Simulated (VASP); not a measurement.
Here is a VASP 6.6.1 calculation.

INCAR

```
ALGO = Normal ; EDIFF = 1E-7
ENCUT = 520 ; GGA = PS
ISIF = 2 ; ISMEAR = 0
LASPH = True ; LCHARG = False
LREAL = False ; LWAVE = False
NBANDS = 20 ; NELM = 80
PREC = Accurate ; SIGMA = 0.15
```

KPOINTS

```
k-points
0
Gamma
  18 18 10
```

The input POSCAR:

```
Ta2C
1.0
    3.3274482550      0.0000000000      0.0000000000
   -1.6637241275      2.8816547186      0.0000000000
    0.0000000000      0.0000000000      4.9210802832
Ta C
2 1
Direct
    0.3333333333      0.6666666667      0.2528761935
    0.6666666667      0.3333333333      0.7471238065
    0.0000000000      0.0000000000      0.0000000000
```

Potentials or basis: VASP PAW PBE potentials, release 64 (Ta_pv, C).

The run is started by

```bash
$ cat potpaw_PBE.64/Ta_pv/POTCAR potpaw_PBE.64/C/POTCAR > POTCAR
$ mpirun -np 1 vasp_std > vasp.out
```

**Question.** Predict the band gap on the k mesh.

**Answer.** Zero (bands 13 and 14 overlap by 0.94 eV).

**Question.** What does it give for the largest force?

**Answer.** 0.850 eV/Å.

**Question.** Predict the pressure.

**Answer.** -29.9 GPa.

Forces on the atoms (eV/Å):
```
Ta   0.000  0.000 -0.850
Ta   0.000  0.000  0.850
C    0.000  0.000  0.000
```

Caveat: the cell differs from its parent crystal (strain +0.0750 x Voigt [1, 1, 0, 0, 0, 0]); the stress differs along the axes, from -36 to -18 GPa; the PAW data sets were made with another functional, which shifts forces and pressure a little; spin-orbit coupling is left out, which moves the levels of the heavy elements.
